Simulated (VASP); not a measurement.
Set up this calculation in VASP 6.6.1, as the native input.

- Task: single point
- Functional: PBE
- Dispersion: D3(BJ)
- Potentials or basis: VASP PAW PBE potentials, release 64 (C, O)
- Cutoff: 520 eV
- k mesh: 8 × 7 × 1
- Occupations: gaussian, width 0.05 eV
- Spin: no spin polarisation
- Dipole correction: yes
- Further INCAR settings: ALGO = Normal; EDIFF = 1e-06; NBANDS = 37

The structure of C11O lies in POSCAR:

```
C11O
1.0
    3.6473242347      0.0000000000      0.0000000000
   -1.6658829406      3.9310150970      0.0000000000
    0.0000000000      0.0000000000     23.1809581692
C O
11 1
Direct
    0.5001799340      0.3333933113      0.1725554212
    0.4998200660      0.6666066887      0.1725554212
    0.5001799340      0.8333933113      0.2257231425
    0.4998200660      0.1666066887      0.2257231425
    0.5000212331      0.3353169669      0.2788716798
    0.4999787669      0.6646830331      0.2788716798
    0.5001286273      0.8366480408      0.3322552327
    0.4998713727      0.1633519592      0.3322552327
    0.4997623703      0.3544335274      0.3809574266
    0.5002376297      0.6455664726      0.3809574266
    0.4997623703      0.3544335274      0.5686114471
    0.4997623703      0.3544335274      0.5190017635
```

The input as run:

INCAR

```
PREC     = Accurate       # precision mode
ENCUT    = 520            # plane-wave cutoff, eV
EDIFF    = 1E-6           # SCF threshold, eV
ISMEAR   = 0              # smearing method
SIGMA    = 0.05           # smearing width, eV
LREAL    = False          # projectors in reciprocal space
LASPH    = True           # aspherical terms in the spheres
NELM     = 60             # most SCF steps
ALGO     = Normal         # electronic algorithm
ISIF     = 2              # what is computed and relaxed
LWAVE    = False          # write WAVECAR
LCHARG   = True           # write CHGCAR
LDIPOL   = True         
IDIPOL   = 3            
DIPOL    = 0.5 0.5 0.322
GGA      = PE             # functional
IVDW     = 12             # dispersion correction
LELF     = True           # ELF
LVHAR    = True         
LVACPOTAV= True         
NBANDS   = 37             # bands
```

KPOINTS

```
Automatic mesh
0
Gamma
  8 7 1
```

Potentials or basis: VASP PAW PBE potentials, release 64 (C, O).

Run with:

```bash
$ cat potpaw_PBE.64/C/POTCAR potpaw_PBE.64/O/POTCAR > POTCAR
$ mpirun -np 1 vasp_std > vasp.out
```

Results of the run:

The largest force is 6.778 eV/Å, the band gap on the k mesh is zero (bands 25 and 26 overlap by 0.74 eV) and the dispersion energy per atom is -0.106 eV.

Run time: 7.4 min on 1 thread of Intel(R) Xeon(R) Platinum 8488C (Sapphire Rapids), on a shared host, peak memory 0.54 GiB.
